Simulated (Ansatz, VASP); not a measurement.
KTaO3: VASP beside Ansatz

```
K Ta O
1.0
     4.30659    0.00000    0.00000
     0.00000    4.30659    0.00000
     0.00000    0.00000    4.02485
K Ta O
1 1 3
Direct
  0.50000 0.50000 0.50000
  0.00000 0.00000 0.00000
  0.50000 0.00000 0.00000
  0.00000 0.50000 0.00000
  0.00000 0.00000 0.50000
```

Change from the starting cell: normal strain along x +0.0700, normal strain along y +0.0700.

Alike in both runs: task single point; functional PBE; k mesh 8 × 8 × 8; occupations gaussian, width 0.05 eV; no spin polarisation.

|  | VASP | Ansatz |
| --- | --- | --- |
| version | VASP 6.6.1 | Ansatz 0.2.0 |
| potentials or method | VASP PAW PBE potentials, release 64 (K_sv, Ta_pv, O), cutoff 520 eV | scalar-relativistic, plane waves, PAW |
| valence electrons in the cell | 38 | 40 |

VASP gave:

| Item | Value |
| --- | --- |
| gap on the k mesh at the Fermi level (eV) | 1.67 |
| least direct gap on the mesh (eV) | 2.29 |
| pressure (GPa) | -17.3 |
| traceless stress, the component that is largest in VASP (GPa) | 9.66 |

Task: What did Ansatz give for the same quantities?

Result: gap on the k mesh at the Fermi level (eV): 1.70; least direct gap on the mesh (eV): 2.33; pressure (GPa): -17.6; traceless stress, the component that is largest in VASP (GPa): 9.53.

VASP's potentials hold 38 valence electrons a cell and Ansatz's 40, so a difference there can come from the potentials and not from the codes.

Neither program's run includes spin-orbit coupling.
